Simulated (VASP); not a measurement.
# B (R-3m) in VASP: notebook

B is run at these levels: PBE; tasks: relaxation of cell and atoms, single point.

Everything below comes from runs of VASP 6.6.1. Logs are shortened: lines on timing, memory, paths and dates and some standing lists are left out, and cuts for length are marked.

**1. The cell of the first run**

Symmetry: R-3m, No. 166, trigonal system. The conventional cell has a = 2.501 Å, b = 2.501 Å, c = 8.984 Å, α = 90.00°, β = 90.00°, γ = 120.00°. B (site symmetry 3m) has 1 B at 1.04 Å within 1.4 Å.

**2. Relaxation of cell and atoms, PBE**

File INCAR:

```
PREC = Accurate ; ENCUT = 600
EDIFF = 1E-7 ; ISMEAR = 0
SIGMA = 0.1 ; LREAL = False
LASPH = True ; NELM = 100
ALGO = Normal ; ISIF = 3
LWAVE = False ; LCHARG = False
GGA = PE ; IBRION = 2
NSW = 90 ; EDIFFG = -0.04
```

File KPOINTS:

```
Automatic mesh
0
Gamma
  9 9 9
```

File POSCAR:

```
B
1.0
    1.2506238119      0.7220479944      2.9946984697
   -1.2506238119      0.7220479944      2.9946984697
    0.0000000000     -1.4440959889      2.9946984697
B
2
Direct
    0.0577000000      0.0577000000      0.0577000000
    0.9423000000      0.9423000000      0.9423000000
```

Potentials or basis: VASP PAW PBE potentials, release 64 (B).

The run is started by

```
$ cat potpaw_PBE.64/B/POTCAR > POTCAR
$ mpirun -np 1 vasp_std > vasp.out
```

OUTCAR:

```text
PREC = Accurate
   ENCUT = 600
   EDIFF = 1E-7
   ISMEAR = 0
   LREAL = False
   LASPH = True
   NELM = 100
   ISIF = 3
   GGA = PE
   IBRION = 2
   NSW = 90
   EDIFFG = -0.04

 ion  position               nearest neighbor table
   1  0.058  0.058  0.058-   2 1.04
   2  0.942  0.942  0.942-   1 1.04

 -----------------------------------------------------------------------------
|                                                                             |
|           W    W    AA    RRRRR   N    N  II  N    N   GGGG   !!!           |
|           W    W   A  A   R    R  NN   N  II  NN   N  G    G  !!!           |
|           W    W  A    A  R    R  N N  N  II  N N  N  G       !!!           |
|           W WW W  AAAAAA  RRRRR   N  N N  II  N  N N  G  GGG   !            |
|           WW  WW  A    A  R   R   N   NN  II  N   NN  G    G                |
|           W    W  A    A  R    R  N    N  II  N    N   GGGG   !!!           |
|                                                                             |
|     The distance between some ions is very small. Please check the          |
|     nearest-neighbor list in the OUTCAR file.                               |
|     I HOPE YOU KNOW WHAT YOU ARE DOING!                                     |
|                                                                             |
 -----------------------------------------------------------------------------

  LATTYP: Found a trigonal (rhomboedric) cell.
 ALAT       =     3.3247003097
 COS(alpha) =     0.7170052526

  Lattice vectors:

 A1 = (   1.2506238119,   0.7220479944,   2.9946984697)
 A2 = (  -1.2506238119,   0.7220479944,   2.9946984697)
 A3 = (   0.0000000000,  -1.4440959889,   2.9946984697)

Analysis of symmetry for initial positions (statically):
=====================================================================
 Subroutine PRICEL returns:
 Original cell was already a primitive cell.

 Routine SETGRP: Setting up the symmetry group for a
 trigonal (rhombohedral) supercell.

 Subroutine GETGRP returns: Found 12 space group operations
 (whereof 12 operations were pure point group operations)
 out of a pool of 12 trial point group operations.

The static configuration has the point symmetry D_3d.

Analysis of symmetry for dynamics (positions and initial velocities):
=====================================================================
 Subroutine PRICEL returns:
 Original cell was already a primitive cell.

 Routine SETGRP: Setting up the symmetry group for a
 trigonal (rhombohedral) supercell.

 Subroutine GETGRP returns: Found 12 space group operations
 (whereof 12 operations were pure point group operations)
 out of a pool of 12 trial point group operations.

The dynamic configuration has the point symmetry D_3d.

 Subroutine INISYM returns: Found 12 space group operations
 (whereof 12 operations are pure point group operations),
 and found     1 'primitive' translations

----------------------------------------------------------------------------------------

                                     Primitive cell

  volume of cell :      16.2255

  direct lattice vectors                    reciprocal lattice vectors
     1.250623812  0.722047994  2.994698470     0.399800480  0.230824915  0.111307812
    -1.250623812  0.722047994  2.994698470    -0.399800480  0.230824915  0.111307812
     0.000000000 -1.444095989  2.994698470     0.000000000 -0.461649829  0.111307812

  length of vectors
     3.324700310  3.324700310  3.324700310     0.474878925  0.474878925  0.474878925

  position of ions in fractional coordinates (direct lattice)
     0.057700000  0.057700000  0.057700000
     0.942300000  0.942300000  0.942300000

  ion indices of the primitive-cell ions
   primitive index   ion index
                 1           1
                 2           2

----------------------------------------------------------------------------------------

 KPOINTS: Automatic mesh

Automatic generation of k-mesh.
 Grid dimensions read from file:
 generate k-points for:    9    9    9

 Generating k-lattice:

  Cartesian coordinates                     Fractional coordinates (reciprocal lattice)
     0.044422276  0.025647213  0.012367535     0.111111111  0.000000000  0.000000000
    -0.044422276  0.025647213  0.012367535     0.000000000  0.111111111  0.000000000
     0.000000000 -0.051294425  0.012367535    -0.000000000 -0.000000000  0.111111111

  Length of vectors
     0.052764325  0.052764325  0.052764325

  Shift w.r.t. Gamma in fractional coordinates (k-lattice)
     0.000000000  0.000000000  0.000000000

 Subroutine IBZKPT returns following result:
 ===========================================

 Found     85 irreducible k-points:

 Following reciprocal coordinates:
            Coordinates               Weight
  0.000000  0.000000  0.000000      1.000000
  0.111111  0.000000  0.000000      6.000000
  0.222222  0.000000  0.000000      6.000000
  0.333333  0.000000  0.000000      6.000000
  0.444444  0.000000  0.000000      6.000000
  0.111111  0.111111  0.000000      6.000000
[... 16 lines left out ...]
 -0.333333  0.333333  0.000000      6.000000
  0.444444  0.444444  0.000000      6.000000
 [... further k-points ...]
   k-points           NKPTS =     85   k-points in BZ     NKDIM =     85   number of bands    NBANDS=      7
   number of dos      NEDOS =    301   number of ions     NIONS =      2
   total plane-waves  NPLWV =  21952
   dimension x,y,z NGX =    28 NGY =   28 NGZ =   28
   dimension x,y,z NGXF=    56 NGYF=   56 NGZF=   56
   ions per type =               2
   NGX,Y,Z   is equivalent  to a cutoff of  14.00, 14.00, 14.00 a.u.
   NGXF,Y,Z  is equivalent  to a cutoff of  28.00, 28.00, 28.00 a.u.
 SYSTEM =  unknown system
   PREC   = accura    normal or accurate (medium, high low for compatibility)
   ISTART =      0    job   : 0-new  1-cont  2-samecut
   ICHARG =      2    charge: 1-file 2-atom 10-const
   ISPIN  =      1    spin polarized calculation?
   LNONCOLLINEAR =      F non collinear calculations
   LSORBIT =      F    spin-orbit coupling
   LASPH  =      T    aspherical Exc in radial PAW
   ENCUT  =  600.0 eV  44.10 Ry    6.64 a.u.   6.64  6.64  6.64*2*pi/ulx,y,z
   NELM   =    100;   NELMIN=  2; NELMDL= -5     # of ELM steps
   EDIFF  = 0.1E-06   stopping-criterion for ELM
   LREAL  =      F    real-space projection
   EDIFFG = -.4E-01   stopping-criterion for IOM
   NSW    =     90    number of steps for IOM
   IBRION =      2    ionic relax: 0-MD 1-quasi-New 2-CG
   NFREE  =      1    steps in history (QN), initial steepest desc. (CG)
   ISIF   =      3    stress and relaxation
   ISYM   =      2    0-nonsym 1-usesym 2-fastsym
   POTIM  = 0.5000    time-step for ionic-motion
   TEBEG  =    0.0;   TEEND  =   0.0 temperature during run
   PSTRESS=    0.0 pullay stress
   NELECT =       6.0000    total number of electrons
   NUPDOWN=      -1.0000    fix difference up-down
   EMIN   =  10.00;   EMAX   =-10.00  energy-range for DOS
   EFERMI =   0.00;   METHOD = LEGACY
   ISMEAR =     0;   SIGMA  =   0.10  broadening in eV -4-tet -1-fermi 0-gaus
   EFERMI_NEDOS =   21; number of points for ismear=-14 and -15
   IALGO  =     38    algorithm
   IMIX   =      4    mixing-type and parameters
     AMIX     =   0.40;   BMIX     =  1.00
     AMIX_MAG =   1.60;   BMIX_MAG =  1.00
  volume/ion in A,a.u.               =       8.11        54.75
  Fermi-wavevector in a.u.,A,eV,Ry     =   1.175059  2.220539 18.786419  1.380763
  Thomas-Fermi vector in A             =   2.311446
   LORBIT       =      0    0 simple, 1 ext, 2 COOP (PROOUT), +10 PAW based schemes
   GGA     = PE    functional components
   LHFCALC =     F    Hartree Fock is set to
   AEXX    =    0.0000 exact exchange contribution
   IVDW    =     0    specifies the selected vdW correction
   LEPSILON=     F    determine dielectric tensor
   LRPA    =     F    only Hartree local field effects (RPA)
 conjugate gradient relaxation of ions
 non-spin polarized calculation
 Gauss-broadening in eV      SIGMA  =   0.10
  energy-cutoff  :      600.00
  volume of cell :       16.23
 maximum number of plane-waves:       554
   NGX = 13   NGY = 13   NGZ = 13

--------------------------------------- Ionic step        1  -------------------------------------------

 number of electron       6.0000000 magnetization

 Free energy of the ion-electron system (eV)
  ---------------------------------------------------
  ext. energy  EPLUGINS =         0.00000000
  ---------------------------------------------------
  free energy    TOTEN  =         0.53725275 eV

  energy without entropy =        0.54027151  energy(sigma->0) =        0.53876213

------------------------ aborting loop because EDIFF is reached ----------------------------------------

  FORCE on cell =-STRESS in cart. coord.  units (eV):
  Direction    XX          YY          ZZ          XY          YZ          ZX
  --------------------------------------------------------------------------------------
  -------------------------------------------------------------------------------------
  Total       -1.4030249     -1.4030249     52.4298159      0.0000000     -0.0000000      0.0000000
  in kB     -138.5411697   -138.5411697   5177.1625961      0.0000000     -0.0000001      0.0000000
  external PRESSURE =    1633.3600856 kB  Pullay stress =       0.0000000 kB
[... 581 lines left out ...]
 k-point    24 :       0.4444    0.4444    0.0000
  band No.  band energies     occupation
      1      -5.1977      2.00000
      2      -3.1036      2.00000
      3       0.6833      2.00000
      4       2.2567      0.00000
      5       5.0487      0.00000
      6       9.0409      0.00000
      7      17.1162      0.00000

 [... further k-points ...]

[... ionic steps 4 to 49 ...]

--------------------------------------- Ionic step       50  -------------------------------------------

 number of electron       6.0000000 magnetization

------------------------ aborting loop because EDIFF is reached ----------------------------------------

  FORCE on cell =-STRESS in cart. coord.  units (eV):
  Direction    XX          YY          ZZ          XY          YZ          ZX
  --------------------------------------------------------------------------------------
  -------------------------------------------------------------------------------------
  Total        0.0692633      0.0692633     -0.1033275      0.0000000      0.0000000     -0.0000000
  in kB        6.8985343      6.8985343    -10.2912838      0.0000000      0.0000000     -0.0000000
  external PRESSURE =       1.1685949 kB  Pullay stress =       0.0000000 kB
[... 57 lines left out ...]
  energy  without entropy=      -11.5665755979  energy(sigma->0) =      -11.56852702

--------------------------------------- Ionic step       52  -------------------------------------------

 number of electron       6.0000000 magnetization

 Free energy of the ion-electron system (eV)
  ---------------------------------------------------
  ext. energy  EPLUGINS =         0.00000000
  ---------------------------------------------------
  free energy    TOTEN  =       -11.57069738 eV

  energy without entropy =      -11.56686939  energy(sigma->0) =      -11.56878338

 E-fermi :   4.5478     XC(G=0): -11.3708

 val. band max:        4.5278940495   @ k =   0.2222   0.1111   0.1111
 cond. band min:       4.5670929272   @ k =   0.3333   0.2222   0.0000
 fundamental gap:      0.0391988777
 Fermi energy:         4.5478468088

 k-point     1 :       0.0000    0.0000    0.0000
  band No.  band energies     occupation
      1      -9.0219      2.00000
      2       6.9757      0.00000
      3       6.9757      0.00000
      4      10.9148      0.00000
      5      12.6059      0.00000
      6      12.7501      0.00000
      7      12.7501      0.00000
[... 259 lines left out ...]
  FREE ENERGIE OF THE ION-ELECTRON SYSTEM (eV)
  ---------------------------------------------------
  free  energy   TOTEN  =       -11.5706973771 eV

  energy  without entropy=      -11.5668693888  energy(sigma->0) =      -11.56878338

 reached required accuracy - stopping structural energy minimisation
```

Run time: 7 min. Hardware: 1 thread of Intel Xeon Platinum 8375C at 2.90GHz (Ice Lake), shared host; peak memory 0.15 GiB.

Results:

```
Free energy                           : -11.5707 eV
Relaxed volume                        : 8.05 Å³/atom
Relaxed cell                          : a = 2.704 Å, b = 2.704 Å, c = 2.704 Å, α = 67.05°, β = 67.05°, γ = 67.05°
Space group after relaxing (to 0.1 Å) : R-3m (No. 166)
Energy gained by relaxing             : 6054.0 meV/atom
Ionic steps                           : 52
Pressure after relaxing               : -0.2 GPa
Band gap on the k mesh                : zero (bands 3 and 4 overlap by 5.31 eV)
```

Stress tensor (GPa, compression positive):
```
-0.03  0.00  0.00
 0.00 -0.03  0.00
 0.00  0.00 -0.60
```

Step by step:
| step | energy change (eV) | largest force (eV/Å) | pressure (GPa) | volume (Å³) |
| --- | --- | --- | --- | --- |
| 1 | 0.0000 | 57.2077 | 163.34 | 16.23 |
| 3 | -9.0736 | 0.9695 | -13.38 | 33.91 |
| 5 | -9.2486 | 0.1549 | 6.57 | 33.09 |
| 7 | -8.4548 | 1.8125 | 64.37 | 28.55 |
| 9 | -9.7499 | 0.2945 | 17.61 | 26.39 |
| 11 | -10.0381 | 1.7654 | 0.22 | 28.34 |
| 13 | -10.3175 | 2.7755 | -8.66 | 31.66 |
| 15 | -10.6746 | 0.9382 | -19.47 | 34.71 |
| 17 | -11.1646 | 1.4455 | -9.58 | 31.85 |
| 19 | -11.3943 | 0.2592 | -3.33 | 28.68 |
| 21 | -11.4066 | 0.0806 | -1.34 | 28.29 |
| 23 | -11.4081 | 0.0207 | -0.21 | 28.04 |
| 25 | -11.4099 | 0.0179 | -0.44 | 27.83 |
| 27 | -11.4184 | 0.1890 | -1.47 | 26.87 |
| 29 | -11.5549 | 0.7666 | -6.98 | 22.86 |
| 31 | -11.8337 | 1.0207 | -9.60 | 15.49 |
| 33 | -11.8791 | 1.0085 | -11.61 | 16.17 |
| 35 | -11.9009 | 0.9719 | -10.87 | 16.48 |
| 37 | -11.9808 | 0.6746 | 5.31 | 15.34 |
| 39 | -12.0493 | 0.4409 | 4.35 | 15.33 |
| 41 | -12.0751 | 0.1585 | 3.24 | 15.31 |
| 43 | -12.0831 | 0.1246 | 1.47 | 15.50 |
| 45 | -12.1011 | 0.1472 | -1.79 | 16.09 |
| 47 | -12.1062 | 0.1208 | 0.06 | 16.07 |
| 49 | -12.1073 | 0.0678 | 0.14 | 16.07 |
| 51 | -12.1077 | 0.0009 | 0.12 | 16.09 |
| 52 | -12.1080 | 0.0009 | -0.22 | 16.10 |

Final structure:
```
CELL_PARAMETERS angstrom
1.49358 0.86232 2.08298
-1.49358 0.86232 2.08298
0.00000 -1.72464 2.08298
ATOMIC_POSITIONS crystal
B 0.35089 0.35089 0.35089
B 0.64911 0.64911 0.64911
```

Caveat: a cell axis changed by over 15 % at a fixed basis, so the end point is rough.

[end of part 1 of 2]

The gap in the log of VASP goes by the Fermi energy; the results here count the filled bands.